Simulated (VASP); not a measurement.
Input of a VASP 6.6.1 run:

File INCAR:

```
SYSTEM = Si
PREC = Accurate
ENCUT = 450
EDIFF = 1E-7
ISMEAR = -1
SIGMA = 0.02
LREAL = .FALSE.
LASPH = .TRUE.
NELM = 120
ALGO = Normal
ISIF = 2
LWAVE = .FALSE.
LCHARG = .FALSE.
IBRION = 2
NSW = 80
EDIFFG = -0.03
GGA_COMPAT = .FALSE.
NELMIN = 4
```

The input KPOINTS:

```
regular mesh
0
G
  2 2 2
  0 0 0
```

File POSCAR:

```
Si
1.0
    0.0000000000      5.4300000000      5.4300000000
    5.4300000000      0.0000000000      5.4300000000
    5.4300000000      5.4300000000      0.0000000000
Si
17
Direct
    0.0000000000      0.0000000000      0.0000000000
    0.1250000000      0.1250000000      0.1250000000
    0.0000000000      0.0000000000      0.5000000000
    0.1250000000      0.1250000000      0.6250000000
    0.0000000000      0.5000000000      0.0000000000
    0.1250000000      0.6250000000      0.1250000000
    0.0000000000      0.5000000000      0.5000000000
    0.1250000000      0.6250000000      0.6250000000
    0.5000000000      0.0000000000      0.0000000000
    0.6250000000      0.1250000000      0.1250000000
    0.5000000000      0.0000000000      0.5000000000
    0.6250000000      0.1250000000      0.6250000000
    0.5000000000      0.5000000000      0.0000000000
    0.6250000000      0.6250000000      0.1250000000
    0.5000000000      0.5000000000      0.5000000000
    0.6250000000      0.6250000000      0.6250000000
    0.3775487900      0.8680440100      0.3749249700
```

Potentials or basis: VASP PAW LDA potentials, release 64 (Si).

The run is started by

```bash
$ cat potpaw_LDA.64/Si/POTCAR > POTCAR
$ mpirun -np 1 vasp_std > vasp.out
```

Task: What does it give for the energy gained by relaxing?

Result: 6.7 meV/atom.

Task: Estimate the band gap on the k mesh.

Result: Zero (bands 34 and 35 overlap by 0.24 eV).

Step by step:
```tsv
step	energy change (eV)	largest force (eV/Å)	pressure (GPa)
1	0.0000	1.0395	2.21
2	-0.1079	0.1403	1.78
3	-0.1094	0.1957	1.73
4	-0.1125	0.0608	1.73
5	-0.1125	0.0689	1.73
6	-0.1131	0.0330	1.74
7	-0.1132	0.0202	1.74
```

Caveat: the k points lie up to 0.50 Å⁻¹ apart.
